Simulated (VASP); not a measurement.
# Mn: electric field gradients with PBE

Crystal: Mn.

```
CELL_PARAMETERS angstrom
0.00000 1.95692 1.95692
1.95692 0.00000 1.95692
1.95692 1.95692 0.00000
ATOMIC_POSITIONS crystal
Mn 0.00000 0.00000 0.00000
```

This isn't the form of Mn at room conditions, which is a 58-atom cubic cell.

- Program: VASP 6.6.1
- Task: electric field gradients
- Functional: PBE
- Potentials or basis: VASP PAW PBE potentials, release 64 (Mn_pv)
- Cutoff: 520 eV
- k mesh: 16 × 16 × 16
- Occupations: fermi-dirac, width 0.05 eV
- Spin: collinear spin, ferromagnetic start
- Starting moments: [4.0] μB
- Dipole correction: no
- Further INCAR settings: ALGO = Normal; EDIFF = 1e-08; NBANDS = 16

```yaml
Pressure: -5.0 GPa
Net_moment: 3.45 μB per cell
Site_moments: Mn +3.33 μB
Largest_electric_field_gradient_by_atom: zero within the noise of the run
Valence_electrons_inside_the_program's_atomic_spheres: Mn 11.54
```

Levels at points of the mesh, in eV from the Fermi level:
Spin up:
| k point | band 4 | band 5 | band 6 | band 7 | band 8 | band 9 | band 10 | band 11 | band 12 | band 13 |
| --- | --- | --- | --- | --- | --- | --- | --- | --- | --- | --- |
| (0.00, 0.00, 0.00) | -7.54 | -1.87 | -1.87 | -1.87 | -0.96 | -0.96 | 18.41 | 21.98 | 21.98 | 21.98 |
| (0.50, 0.00, 0.00) | -4.15 | -1.98 | -1.98 | -0.31 | -0.19 | -0.19 | 4.95 | 17.45 | 19.78 | 19.78 |
| (0.50, 0.50, 0.00) | -4.07 | -3.54 | -0.28 | 0.03 | 0.03 | 1.84 | 7.82 | 11.80 | 11.80 | 16.49 |
Spin down:
```csv
k point,band 2,band 3,band 4,band 5,band 6,band 7,band 8,band 9
"(0.00, 0.00, 0.00)",-45.38,-45.38,-6.83,1.10,1.10,1.10,2.49,2.49
"(0.50, 0.00, 0.00)",-45.42,-45.42,-2.24,0.22,1.08,1.08,3.23,3.23
"(0.50, 0.50, 0.00)",-45.48,-45.48,-1.94,-1.06,2.59,3.30,3.37,3.37
```

It took 2.3 min on 1 thread of Intel Xeon 8259CL (shared host), peak memory 0.18 GiB.

Caveat: the cell stands under tension.
